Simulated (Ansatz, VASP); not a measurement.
**One calculation of C, two programs**

File INCAR:

```
PREC = Accurate
ENCUT = 600
EDIFF = 1E-6
ISMEAR = 0
SIGMA = 0.1
LREAL = False
LASPH = True
NELM = 200
ALGO = Normal
ISIF = 2
LWAVE = False
LCHARG = False
MAGMOM = 0 0 0 0 0 0 0 0 0 0 0 0
LORBIT = 11
LSORBIT = True
GGA_COMPAT = False
LORBMOM = True
GGA = PS
NBANDS = 30
```

KPOINTS

```
regular mesh
0
Gamma
  21 21 6
```

File POSCAR:

```
C
1.0
    2.4588770362      0.0000000000      0.0000000000
   -1.2294385181      2.1294499781      0.0000000000
    0.0000000000      0.0000000000      7.2891725959
C
4
Direct
    0.0000000000      0.0000000000      0.2500000000
    0.0000000000      0.0000000000      0.7500000000
    0.3333333333      0.6666666667      0.2500000000
    0.6666666667      0.3333333333      0.7500000000
```

Input for Ansatz:

```yaml
crystal:
  lattice:
    - [2.4588770362, 0.0, 0.0]
    - [-1.2294385181, 2.1294499781, 0.0]
    - [0.0, 0.0, 7.2891725959]
  atoms:
    - { symbol: C, position: [0.0, 0.0, 0.25] }
    - { symbol: C, position: [0.0, 0.0, 0.75] }
    - { symbol: C, position: [0.3333333333, 0.6666666667, 0.25] }
    - { symbol: C, position: [0.6666666667, 0.3333333333, 0.75] }
basis:
  ecutwfc: 420
kpoints:
  mp_grid: { grid: [21, 21, 6] }
hamiltonian:
  xc: pbesol
scf:
  occupations: { method: gaussian, width: 0.1 }
output:
  forces: true
  stress: true
  eigenvalues: true
magnetization:
  noncollinear: true
  spin_orbit: true
```

Alike in both runs: task single point; functional PBEsol; k mesh 21 × 21 × 6; occupations gaussian, width 0.1 eV; non-collinear spin, spin-orbit coupling.

|  | VASP | Ansatz |
| --- | --- | --- |
| version | VASP 6.6.1 | Ansatz 0.2.0 |
| potentials or method | VASP PAW PBE potentials, release 64 (C), cutoff 600 eV | plane waves, PAW |
| valence electrons in the cell | 16 | 16 |

```tsv
	VASP	Ansatz	Ansatz less VASP
pressure (GPa)	0.2	0.0	-0.24
traceless stress, the component that is largest in VASP (GPa)	-0.53	-0.01	+0.522
net moment per atom (μB)	0.00	0.00	0.000
```

VASP's potentials were made for PBE, not for PBEsol.
